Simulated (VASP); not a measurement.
Here is a VASP 6.6.1 calculation.

Contents of POSCAR:

```
Ge
1.0
    0.0000000000      2.9743569460      2.9743569460
    2.9743569460      0.0000000000      2.9743569460
    2.9743569460      2.9743569460      0.0000000000
Ge
2
Direct
    0.0000000000      0.0000000000      0.0000000000
    0.2500000000      0.2500000000      0.2500000000
```

The input INCAR.step1:

```
PREC     = Accurate       # precision mode
ENCUT    = 520            # plane-wave cutoff, eV
ISMEAR   = 0              # smearing method
SIGMA    = 0.1            # smearing width, eV
LREAL    = F              # projectors in reciprocal space
LASPH    = T              # aspherical terms in the spheres
NELM     = 100            # most SCF steps
NBANDS   = 21             # bands
GGA      = PE             # functional
ALGO     = Normal         # electronic algorithm
EDIFF    = 1E-4           # SCF threshold, eV
LWAVE    = T              # write WAVECAR
LCHARG   = F              # write CHGCAR
```

The input INCAR.step2:

```
PREC     = Accurate       # precision mode
ENCUT    = 520            # plane-wave cutoff, eV
EDIFF    = 1E-6           # SCF threshold, eV
ISMEAR   = 0              # smearing method
SIGMA    = 0.1            # smearing width, eV
LREAL    = F              # projectors in reciprocal space
LASPH    = T              # aspherical terms in the spheres
NELM     = 100            # most SCF steps
ALGO     = Normal         # electronic algorithm
ISIF     = 2              # what is computed and relaxed
LWAVE    = F              # write WAVECAR
LCHARG   = T              # write CHGCAR
METAGGA  = R2SCAN         # meta-GGA
LMIXTAU  = T            
LELF     = T              # ELF
LVHAR    = T            
NBANDS   = 21             # bands
ISTART   = 1
```

Contents of KPOINTS:

```
Automatic mesh
0
Gamma
  6 6 6
```

Potentials or basis: VASP PAW PBE potentials, release 64 (Ge_d).

Run with:

```sh
$ cat potpaw_PBE.64/Ge_d/POTCAR > POTCAR
$ cp INCAR.step1 INCAR
$ mpirun -np 1 vasp_std > vasp.out
$ cp INCAR.step2 INCAR
$ mpirun -np 1 vasp_std > vasp.out
```

**Question.** Estimate the pressure.

**Answer.** -7.0 GPa.

**Question.** What does it give for the band gap on the k mesh?

**Answer.** Zero (bands 14 and 15 overlap by 0.01 eV).

Caveat: the cell stands under tension; semilocal functionals underestimate gaps, and a narrow one can read as zero; the PAW data sets were made with another functional, which shifts forces and pressure a little.
